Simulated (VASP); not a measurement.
Here is a VASP 6.6.1 calculation.

INCAR

```
SYSTEM = AlPd4
PREC = Accurate
ENCUT = 520
EDIFF = 1E-6
ISMEAR = 0
SIGMA = 0.1
LREAL = .FALSE.
LASPH = .TRUE.
NELM = 80
ALGO = Fast
ISIF = 2
LWAVE = .FALSE.
LCHARG = .FALSE.
GGA = PE
NBANDS = 30
```

The input KPOINTS:

```
Automatic mesh
0
G
  18 18 4
  0 0 0
```

Contents of POSCAR:

```
AlPd4
1.0
    2.8483029805      0.0000000000      0.0000000000
   -1.4241514902      2.4667027388      0.0000000000
    0.0000000000      0.0000000000     10.8019634326
Al Pd
1 4
Direct
    0.0000000000      0.0000000000      0.0000000000
    0.3333333333      0.6666666667      0.8212223354
    0.3333333333      0.6666666667      0.3941498756
    0.6666666667      0.3333333333      0.1787776646
    0.6666666667      0.3333333333      0.6058501244
```

Potentials or basis: VASP PAW PBE potentials, release 64 (Al, Pd).

The run is started by

```console
$ cat potpaw_PBE.64/Al/POTCAR potpaw_PBE.64/Pd/POTCAR > POTCAR
$ mpirun -np 1 vasp_std > vasp.out
```

**Question.** Predict the pressure.

**Answer.** -0.1 GPa.

**Question.** Estimate the largest force.

**Answer.** 0.024 eV/Å.

Forces in eV/Å, atoms in the order of the input:
```
Al   0.000  0.000  0.000
Pd   0.000  0.000 -0.024
Pd   0.000  0.000  0.005
Pd   0.000  0.000  0.024
Pd   0.000  0.000 -0.005
```
